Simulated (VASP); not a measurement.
# Si2Ni (Fm-3m) in VASP: notebook

Runs on Si2Ni. Level: PBE. Tasks: density of states.

All numbers are computed with VASP 6.6.1; they aren't measurements. Logs are shortened: lines on timing, memory, paths and dates and some standing lists are left out, and cuts for length are marked.

### Step 1. The cell of the first run

It takes space group Fm-3m (No. 225, cubic). Conventional cell: a = 5.447 Å, b = 5.447 Å, c = 5.447 Å, α = 90.00°, β = 90.00°, γ = 90.00°. Si (site symmetry -43m) has 4 Ni at 2.36 Å and 6 Si at 2.72 Å within 3.1 Å. Ni (site symmetry m-3m) has 8 Si at 2.36 Å within 3.1 Å.

### Step 2. Density of states, PBE

The input, POSCAR:

```
Si2Ni
1.0
    0.0000000000      2.7234320615      2.7234320615
    2.7234320615      0.0000000000      2.7234320615
    2.7234320615      2.7234320615      0.0000000000
Si Ni
2 1
Direct
    0.2500000000      0.2500000000      0.2500000000
    0.7500000000      0.7500000000      0.7500000000
    0.0000000000      0.0000000000      0.0000000000
```

The input, INCAR.step1:

```
ALGO     = Normal         # electronic algorithm
EDIFF    = 1E-7           # SCF threshold, eV
ENCUT    = 520            # plane-wave cutoff, eV
GGA      = PE             # functional
ISIF     = 2              # what is computed and relaxed
ISMEAR   = 0              # smearing method
LASPH    = T              # aspherical terms in the spheres
LCHARG   = T              # write CHGCAR
LMAXMIX  = 4              # l up to which the mixer works
LREAL    = F              # projectors in reciprocal space
LWAVE    = F              # write WAVECAR
NBANDS   = 16             # bands
NELM     = 80             # most SCF steps
PREC     = Accurate       # precision mode
SIGMA    = 0.1            # smearing width, eV
```

The input, KPOINTS.step1:

```
k-points
0
Gamma
  14 14 14
```

The input, INCAR.step2:

```
ALGO     = Normal         # electronic algorithm
EDIFF    = 1E-7           # SCF threshold, eV
ENCUT    = 520            # plane-wave cutoff, eV
GGA      = PE             # functional
ICHARG   = 11             # starting density
ISIF     = 2              # what is computed and relaxed
ISMEAR   = -5             # smearing method
LASPH    = T              # aspherical terms in the spheres
LCHARG   = F              # write CHGCAR
LMAXMIX  = 4              # l up to which the mixer works
LORBIT   = 10             # projections on sites
LREAL    = F              # projectors in reciprocal space
LWAVE    = F              # write WAVECAR
NBANDS   = 16             # bands
NEDOS    = 1001           # points of the DOS
NELM     = 80             # most SCF steps
PREC     = Accurate       # precision mode
SIGMA    = 0.1            # smearing width, eV
```

The input, KPOINTS.step2:

```
k-points
0
Gamma
  21 21 21
```

Potentials or basis: VASP PAW PBE potentials, release 64 (Si, Ni).

Started as:

```sh
> cat potpaw_PBE.64/Si/POTCAR potpaw_PBE.64/Ni/POTCAR > POTCAR
> cp INCAR.step1 INCAR
> cp KPOINTS.step1 KPOINTS
> mpirun -np 1 vasp_std > vasp.out
> cp INCAR.step2 INCAR
> cp KPOINTS.step2 KPOINTS
> mpirun -np 1 vasp_std > vasp.out
```

OUTCAR:

```text
EDIFF = 1E-7
   ENCUT = 520
   GGA = PE
   ICHARG = 11
   ISIF = 2
   ISMEAR = -5
   LASPH = T
   LORBIT = 10
   LREAL = F
   NELM = 80
   PREC = Accurate

 ion  position               nearest neighbor table
   1  0.250  0.250  0.250-   3 2.36   3 2.36   3 2.36   3 2.36   2 2.72   2 2.72   2 2.72   2 2.72
                             2 2.72   2 2.72
   2  0.750  0.750  0.750-   3 2.36   3 2.36   3 2.36   3 2.36   1 2.72   1 2.72   1 2.72   1 2.72
                             1 2.72   1 2.72
   3  0.000  0.000  0.000-   2 2.36   2 2.36   2 2.36   1 2.36   2 2.36   1 2.36   1 2.36   1 2.36

  LATTYP: Found a face centered cubic cell.
 ALAT       =     5.4468641230

  Lattice vectors:

 A1 = (   0.0000000000,   2.7234320615,   2.7234320615)
 A2 = (   2.7234320615,   0.0000000000,   2.7234320615)
 A3 = (   2.7234320615,   2.7234320615,   0.0000000000)

Analysis of symmetry for initial positions (statically):
=====================================================================
 Subroutine PRICEL returns:
 Original cell was already a primitive cell.

 Routine SETGRP: Setting up the symmetry group for a
 face centered cubic supercell.

 Subroutine GETGRP returns: Found 48 space group operations
 (whereof 48 operations were pure point group operations)
 out of a pool of 48 trial point group operations.

The static configuration has the point symmetry O_h .

Analysis of symmetry for dynamics (positions and initial velocities):
=====================================================================
 Subroutine PRICEL returns:
 Original cell was already a primitive cell.

 Routine SETGRP: Setting up the symmetry group for a
 face centered cubic supercell.

 Subroutine GETGRP returns: Found 48 space group operations
 (whereof 48 operations were pure point group operations)
 out of a pool of 48 trial point group operations.

The dynamic configuration has the point symmetry O_h .

 Subroutine INISYM returns: Found 48 space group operations
 (whereof 48 operations are pure point group operations),
 and found     1 'primitive' translations

----------------------------------------------------------------------------------------

                                     Primitive cell

  volume of cell :      40.3998

  direct lattice vectors                    reciprocal lattice vectors
     0.000000000  2.723432062  2.723432062    -0.183591876  0.183591876  0.183591876
     2.723432062  0.000000000  2.723432062     0.183591876 -0.183591876  0.183591876
     2.723432062  2.723432062  0.000000000     0.183591876  0.183591876 -0.183591876

  length of vectors
     3.851514558  3.851514558  3.851514558     0.317990456  0.317990456  0.317990456

  position of ions in fractional coordinates (direct lattice)
     0.250000000  0.250000000  0.250000000
     0.750000000  0.750000000  0.750000000
     0.000000000  0.000000000  0.000000000

  ion indices of the primitive-cell ions
   primitive index   ion index
                 1           1
                 2           2
                 3           3

----------------------------------------------------------------------------------------

 KPOINTS: k-points

Automatic generation of k-mesh.
 Grid dimensions read from file:
 generate k-points for:   21   21   21

 Generating k-lattice:

  Cartesian coordinates                     Fractional coordinates (reciprocal lattice)
    -0.008742470  0.008742470  0.008742470     0.047619048  0.000000000  0.000000000
     0.008742470 -0.008742470  0.008742470     0.000000000  0.047619048  0.000000000
     0.008742470  0.008742470 -0.008742470     0.000000000  0.000000000  0.047619048

  Length of vectors
     0.015142403  0.015142403  0.015142403

  Shift w.r.t. Gamma in fractional coordinates (k-lattice)
     0.000000000  0.000000000  0.000000000

 TETIRR: Found   1276 inequivalent tetrahedra from    55566

 Subroutine IBZKPT returns following result:
 ===========================================

 Found    286 irreducible k-points:

 Following reciprocal coordinates:
            Coordinates               Weight
  0.000000  0.000000  0.000000      1.000000
  0.047619  0.000000  0.000000      8.000000
  0.095238  0.000000  0.000000      8.000000
  0.142857  0.000000  0.000000      8.000000
  0.190476  0.000000  0.000000      8.000000
  0.238095  0.000000  0.000000      8.000000
[... 16 lines left out ...]
 -0.428571  0.047619  0.000000     24.000000
 -0.380952  0.047619  0.000000     24.000000
 [... further k-points ...]
   k-points           NKPTS =    286   k-points in BZ     NKDIM =    286   number of bands    NBANDS=     16
   number of dos      NEDOS =   1001   number of ions     NIONS =      3
   total plane-waves  NPLWV =  27000
   dimension x,y,z NGX =    30 NGY =   30 NGZ =   30
   dimension x,y,z NGXF=    60 NGYF=   60 NGZF=   60
   ions per type =               2   1
   NGX,Y,Z   is equivalent  to a cutoff of  12.95, 12.95, 12.95 a.u.
   NGXF,Y,Z  is equivalent  to a cutoff of  25.90, 25.90, 25.90 a.u.
 SYSTEM =  unknown system
   PREC   = accura    normal or accurate (medium, high low for compatibility)
   ISTART =      0    job   : 0-new  1-cont  2-samecut
   ICHARG =     11    charge: 1-file 2-atom 10-const
   ISPIN  =      1    spin polarized calculation?
   LNONCOLLINEAR =      F non collinear calculations
   LSORBIT =      F    spin-orbit coupling
   LASPH  =      T    aspherical Exc in radial PAW
   ENCUT  =  520.0 eV  38.22 Ry    6.18 a.u.   7.16  7.16  7.16*2*pi/ulx,y,z
   NELM   =     80;   NELMIN=  2; NELMDL=  0     # of ELM steps
   EDIFF  = 0.1E-06   stopping-criterion for ELM
   LREAL  =      F    real-space projection
   EDIFFG = 0.1E-05   stopping-criterion for IOM
   NSW    =      0    number of steps for IOM
   IBRION =     -1    ionic relax: 0-MD 1-quasi-New 2-CG
   NFREE  =      0    steps in history (QN), initial steepest desc. (CG)
   ISIF   =      2    stress and relaxation
   ISYM   =      2    0-nonsym 1-usesym 2-fastsym
   POTIM  = 0.5000    time-step for ionic-motion
   TEBEG  =    0.0;   TEEND  =   0.0 temperature during run
   PSTRESS=    0.0 pullay stress
   NELECT =      18.0000    total number of electrons
   NUPDOWN=      -1.0000    fix difference up-down
   EMIN   =  10.00;   EMAX   =-10.00  energy-range for DOS
   EFERMI =   0.00;   METHOD = LEGACY
   ISMEAR =    -5;   SIGMA  =   0.10  broadening in eV -4-tet -1-fermi 0-gaus
   EFERMI_NEDOS =   21; number of points for ismear=-14 and -15
   IALGO  =     38    algorithm
   IMIX   =      4    mixing-type and parameters
     AMIX     =   0.40;   BMIX     =  1.00
     AMIX_MAG =   1.60;   BMIX_MAG =  1.00
  volume/ion in A,a.u.               =      13.47        90.88
  Fermi-wavevector in a.u.,A,eV,Ry     =   1.250372  2.362860 21.271747  1.563429
  Thomas-Fermi vector in A             =   2.384369
   LORBIT       =     10    0 simple, 1 ext, 2 COOP (PROOUT), +10 PAW based schemes
   GGA     = PE    functional components
   LHFCALC =     F    Hartree Fock is set to
   AEXX    =    0.0000 exact exchange contribution
   IVDW    =     0    specifies the selected vdW correction
   LEPSILON=     F    determine dielectric tensor
   LRPA    =     F    only Hartree local field effects (RPA)
 non-spin polarized calculation
 Fermi weights with tetrahedron method with Bloechl corrections
  energy-cutoff  :      520.00
  volume of cell :       40.40
 maximum number of plane-waves:      1113
 NGX is ok and might be reduce to    30

 number of electron      17.9999991 magnetization

 Free energy of the ion-electron system (eV)
  ---------------------------------------------------
  ext. energy  EPLUGINS =         0.00000000
  ---------------------------------------------------
  free energy    TOTEN  =       -17.36898396 eV

  energy without entropy =      -17.36898396  energy(sigma->0) =      -17.36898396

 E-fermi :  10.1077     XC(G=0): -11.4829

 val. band max:       10.1431052380   @ k =   0.1905   0.0476   0.0000
 cond. band min:      10.0129693508   @ k =   0.2381   0.1905   0.0476
 fundamental gap:     -0.1301358872
 Fermi energy:        10.1077306361

 k-point     1 :       0.0000    0.0000    0.0000
  band No.  band energies     occupation
      1      -3.5164      2.00000
      2       5.0704      2.00000
      3       5.0704      2.00000
      4       5.0704      2.00000
      5       6.7407      2.00000
      6       6.7407      2.00000
[... 8 lines left out ...]
     15      14.7990      0.00000
     16      14.7990      0.00000

 k-point     2 :       0.0476    0.0000    0.0000
  band No.  band energies     occupation
      1      -3.4833      2.00000
      2       4.9978      2.00000
      3       5.0811      2.00000
      4       5.0811      2.00000
      5       6.7342      2.00000
      6       6.7342      2.00000
[... 8 lines left out ...]
     15      14.6487      0.00000
     16      14.7376      0.00000

 k-point     3 :       0.0952    0.0000    0.0000
  band No.  band energies     occupation
      1      -3.3842      2.00000
      2       4.7867      2.00000
      3       5.1123      2.00000
      4       5.1123      2.00000
      5       6.7166      2.00000
      6       6.7166      2.00000
[... 8 lines left out ...]
     15      14.3949      0.00000
     16      14.5951      0.00000

 k-point     4 :       0.1429    0.0000    0.0000
  band No.  band energies     occupation
      1      -3.2197      2.00000
      2       4.4531      2.00000
      3       5.1616      2.00000
      4       5.1616      2.00000
      5       6.6928      2.00000
      6       6.6928      2.00000
[... 8 lines left out ...]
     15      14.4020      0.00000
     16      14.7429      0.00000
[... 324 lines left out ...]
 k-point    22 :      -0.4762    0.0476    0.0000
  band No.  band energies     occupation
      1      -0.3210      2.00000
      2       0.2879      2.00000
      3       5.4468      2.00000
      4       5.5048      2.00000
      5       6.4865      2.00000
      6       6.8957      2.00000
[... 8 lines left out ...]
     15      19.0786      0.00000
     16      19.7164      0.00000

 k-point    23 :      -0.4286    0.0476    0.0000
  band No.  band energies     occupation
      1      -0.7599      2.00000
      2       0.7739      2.00000
      3       5.4203      2.00000
      4       5.5166      2.00000
      5       6.5446      2.00000
      6       6.8192      2.00000
[... 8 lines left out ...]
     15      18.6251      0.00000
     16      19.6709      0.00000

 k-point    24 :      -0.3810    0.0476    0.0000
  band No.  band energies     occupation
      1      -1.2759      2.00000
      2       1.4037      2.00000
      3       5.3855      2.00000
      4       5.5137      2.00000
      5       6.6873      2.00000
      6       6.7224      2.00000
[... 8 lines left out ...]
     15      17.8260      0.00000
     16      19.1181      0.00000

 [... further k-points ...]

------------------------ aborting loop because EDIFF is reached ----------------------------------------

  FORCE on cell =-STRESS in cart. coord.  units (eV):
  Direction    XX          YY          ZZ          XY          YZ          ZX
  --------------------------------------------------------------------------------------
  -------------------------------------------------------------------------------------
  Total       -0.5760459     -0.5760459     -0.5760459     -0.0000000     -0.0000000      0.0000000
  in kB      -22.8448345    -22.8448345    -22.8448345     -0.0000000     -0.0000000      0.0000000
  external PRESSURE =     -22.8448345 kB  Pullay stress =       0.0000000 kB

 VOLUME and BASIS-vectors are now :
 -----------------------------------------------------------------------------
  energy-cutoff  :      520.00
  volume of cell :       40.40
      direct lattice vectors                 reciprocal lattice vectors
     0.000000000  2.723432062  2.723432062    -0.183591876  0.183591876  0.183591876
     2.723432062  0.000000000  2.723432062     0.183591876 -0.183591876  0.183591876
     2.723432062  2.723432062  0.000000000     0.183591876  0.183591876 -0.183591876

 POSITION                                       TOTAL-FORCE (eV/Angst)
 -----------------------------------------------------------------------------------
      1.36172      1.36172      1.36172         0.000000      0.000000      0.000000
      4.08515      4.08515      4.08515        -0.000000     -0.000000     -0.000000
      0.00000      0.00000      0.00000        -0.000000     -0.000000     -0.000000
 -----------------------------------------------------------------------------------
    total drift:                                0.000000     -0.000000     -0.000000

  FREE ENERGIE OF THE ION-ELECTRON SYSTEM (eV)
  ---------------------------------------------------
  free  energy   TOTEN  =       -17.3689839632 eV

  energy  without entropy=      -17.3689839632  energy(sigma->0) =      -17.36898396

 total charge

# of ion       s       p       d       tot
------------------------------------------
    1        0.744   0.830   0.000   1.574
    2        0.744   0.830   0.000   1.574
    3        0.548   0.769   8.432   9.748
--------------------------------------------------
tot          2.035   2.430   8.432  12.896
```

It took 1.7 min on 1 thread of AMD EPYC 9R45 (Zen 5), shared host; peak memory 0.27 GiB.

What came out:

```
Valence electrons inside the program's atomic spheres : Si 1.57; Ni 9.75
```

Caveat: tetrahedron occupations give inexact forces and stress in metals. Spin polarisation is off, so any magnetic state and its effect on volume and gap are missing.

### Step 3. Density of states, PBE

The input, POSCAR:

```
Si2Ni
1.0
    0.0000000000      2.7234320738      2.7234320738
    2.7234320738      0.0000000000      2.7234320738
    2.7234320738      2.7234320738      0.0000000000
Si Ni
2 1
Direct
    0.2500000000      0.2500000000      0.2500000000
    0.7500000000      0.7500000000      0.7500000000
    0.0000000000      0.0000000000      0.0000000000
```

INCAR.step1 is that of step 2.

KPOINTS.step1 is that of step 2.

INCAR.step2 is that of step 2.

KPOINTS.step2 is that of step 2.

Potentials or basis: VASP PAW PBE potentials, release 64 (Si, Ni).

Started as:

```sh
> cat potpaw_PBE.64/Si/POTCAR potpaw_PBE.64/Ni/POTCAR > POTCAR
> cp INCAR.step1 INCAR
> cp KPOINTS.step1 KPOINTS
> mpirun -np 1 vasp_std > vasp.out
> cp INCAR.step2 INCAR
> cp KPOINTS.step2 KPOINTS
> mpirun -np 1 vasp_std > vasp.out
```

Wall time 3.8 min (1 thread of AMD EPYC 9R45 (Zen 5), shared host); peak memory 0.27 GiB.

It converged, with:

```
Valence electrons inside the program's atomic spheres : Si 1.57; Ni 9.75
```

Levels at points of the mesh, in eV from the Fermi level:
```csv
k point,band 6,band 7,band 8,band 9,band 10,band 11,band 12,band 13
"(0.00, 0.00, 0.00)",-3.37,-0.46,1.69,1.69,1.69,2.34,2.34,2.34
```

Caveat: tetrahedron occupations give inexact forces and stress in metals.

[end of part 1 of 2]
